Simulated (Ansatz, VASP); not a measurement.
This is a calculation of AlN for Ansatz 0.2.0.

Contents of input.yaml:

```yaml
crystal:
  lattice:
    - [0.0, 2.034518, 2.034518]
    - [2.034518, 0.0, 2.034518]
    - [2.034518, 2.034518, 0.0]
  atoms:
    - { symbol: Al, position: [0.5, 0.5, 0.5] }
    - { symbol: "N", position: [0.0, 0.0, 0.0] }
hamiltonian:
  xc: blyp
  pseudopotentials: { kind: paw }
  dispersion: d4
kpoints:
  mp_grid: { grid: [11, 11, 11] }
scf:
  occupations: { method: fermi_dirac, width: 0.05 }
output:
  forces: true
  stress: true
  eigenvalues: true
relax:
  f_tol: 0.01
  max_steps: 40
  cell: { stress_tol: 0.05 }
```

Potentials or basis: Ansatz PAW.

The run is started by

```bash
$ ansatz run input.yaml --threads 2 --pin off --max-ram 5632MiB --backend cpu --events-out ev --progress --plain --runs-dir out
```

Set up the same calculation for VASP 6.6.1. Potentials there: VASP PAW PBE potentials, release 64 (Al, N).

As run (the cutoff follows the program's own potentials):

The input INCAR:

```
SYSTEM = AlN
PREC = Accurate
ENCUT = 600
EDIFF = 1E-6
ISMEAR = -1
SIGMA = 0.05
LREAL = .FALSE.
LASPH = .TRUE.
NELM = 100
ALGO = Normal
ISIF = 3
LWAVE = .FALSE.
LCHARG = .FALSE.
GGA = B5
ALDAX = 1.0
AGGAX = 1.0
AGGAC = 1.0
ALDAC = 0.0
IVDW = 13
VDW_S6 = 1.0
VDW_S8 = 2.34076671
VDW_A1 = 0.44488865
VDW_A2 = 4.0933009
IBRION = 2
NSW = 60
EDIFFG = -0.01
```

KPOINTS

```
regular mesh
0
G
  11 11 11
  0 0 0
```

POSCAR

```
AlN
1.0
    0.0000000000      2.0345180000      2.0345180000
    2.0345180000      0.0000000000      2.0345180000
    2.0345180000      2.0345180000      0.0000000000
Al N
1 1
Direct
    0.5000000000      0.5000000000      0.5000000000
    0.0000000000      0.0000000000      0.0000000000
```

Potentials or basis: VASP PAW PBE potentials, release 64 (Al, N).

Launch:

```console
$ cat potpaw_PBE.64/Al/POTCAR potpaw_PBE.64/N/POTCAR > POTCAR
$ mpirun -np 1 vasp_std > vasp.out
```

Both were run:

|  | VASP | Ansatz | Ansatz less VASP |
| --- | --- | --- | --- |
| gap on the k mesh at the Fermi level, each at its own relaxed structure (eV) | 5.00 | 5.03 | +0.025 |
| relaxed volume (Å³/atom) | 8.13 | 8.12 | -0.008 |
| relaxed cell length with the largest relative difference (Å) | 2.843 | 2.842 | -0.0009 |

VASP's potentials were made for PBE, not for BLYP.

Noted on Ansatz's run: odd divisions of the mesh miss points on the zone boundary, where band edges often lie, so the gap on the mesh can be too wide; the plane-wave basis is chosen anew once the cell has moved, so the energies of steps on either side of that aren't comparable.
